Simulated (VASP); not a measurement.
A run of VASP 6.6.1:

Contents of INCAR:

```
ALGO = Normal
EDIFF = 1E-6
ENCUT = 520
GGA = PS
ISIF = 2
ISMEAR = -1
LASPH = True
LCHARG = True
LELF = True
LREAL = False
LVHAR = True
LWAVE = False
NBANDS = 18
NELM = 100
PREC = Accurate
SIGMA = 0.05
```

The input KPOINTS:

```
k-points
0
Gamma
  11 11 9
```

POSCAR

```
ZnPt
1.0
    2.9212800000      0.0000000000      0.0000000000
    0.0000000000      2.9212800000      0.0000000000
    0.0000000000      0.0000000000      3.5100000000
Zn Pt
1 1
Direct
    0.5000000000      0.5000000000      0.5000000000
    0.0000000000      0.0000000000      0.0000000000
```

Potentials or basis: VASP PAW PBE potentials, release 64 (Zn, Pt).

Command:

```bash
$ cat potpaw_PBE.64/Zn/POTCAR potpaw_PBE.64/Pt/POTCAR > POTCAR
$ mpirun -np 1 vasp_std > vasp.out
```

Hardware: 1 thread of Intel(R) Xeon(R) Platinum 8559C (Emerald Rapids) (shared host).

Question: How long does it take, and how much memory?

Answer: Wall time 16 s on 1 thread of Intel(R) Xeon(R) Platinum 8559C (Emerald Rapids), with other jobs on the host, peak memory 0.18 GiB. Counts: scf iterations 11, k points 105.
